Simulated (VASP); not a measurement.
Write the native input for VASP 6.6.1 that does the following.

```yaml
Task: electric field gradients
Functional: PBE
Potentials_or_basis: VASP PAW PBE potentials, release 64 (Ru_pv)
Cutoff: 520 eV
k_mesh: 14 × 14 × 8
Occupations: fermi-dirac, width 0.03 eV
Spin: no spin polarisation
Dipole_correction: no
Further_INCAR_settings: ALGO = Normal; EDIFF = 1e-08; NBANDS = 21
```

The structure of Ru lies in POSCAR:

```
Ru
1.0
    2.7057993342     -0.0270579933      0.0000000000
   -1.3763325767      2.3568199577      0.0000000000
    0.0000000000      0.0000000000      4.2819000000
Ru
2
Direct
    0.3333333333      0.6666666667      0.2500000000
    0.6666666667      0.3333333333      0.7500000000
```

This cell differs from its parent crystal: xy shear strain of -2 %.

These files were run (other wordings do the same):

INCAR

```
SYSTEM = Ru
PREC     = Accurate       ! precision mode
ENCUT    = 520            ! plane-wave cutoff, eV
EDIFF    = 1E-8           ! SCF threshold, eV
ISMEAR   = -1             ! smearing method
SIGMA    = 0.03           ! smearing width, eV
LREAL    = .False.        ! projectors in reciprocal space
LASPH    = .True.         ! aspherical terms in the spheres
NELM     = 60             ! most SCF steps
ALGO     = Normal         ! electronic algorithm
ISIF     = 2              ! what is computed and relaxed
LWAVE    = .False.        ! write WAVECAR
LCHARG   = .False.        ! write CHGCAR
GGA      = PE             ! functional
LEFG     = .True.       
NBANDS   = 21             ! bands
```

KPOINTS

```
regular mesh
0
Gamma
  14 14 8
  0 0 0
```

Potentials or basis: VASP PAW PBE potentials, release 64 (Ru_pv).

Launch:

```console
$ cat potpaw_PBE.64/Ru_pv/POTCAR > POTCAR
$ mpirun -np 1 vasp_std > vasp.out
```

It gave:

```
Pressure                                : 4.6 GPa
Largest force                           : 0.088 eV/Å
Band gap on the k mesh                  : zero (bands 14 and 15 overlap by 3.22 eV)
Largest electric field gradient by atom : Ru -13.1 V/Å²
```

Caveat: the cell differs from its parent crystal (xy shear strain of -2 %); the cell stands under pressure; without QUAD_EFG the Cq values of the log hold for a quadrupole moment of 1 mb, not for the nuclei.

It took 2.5 min on 1 thread of Intel(R) Xeon(R) Platinum 8259CL CPU @ 2.50GHz (Skylake/Cascade Lake) (shared host), peak memory 0.32 GiB.
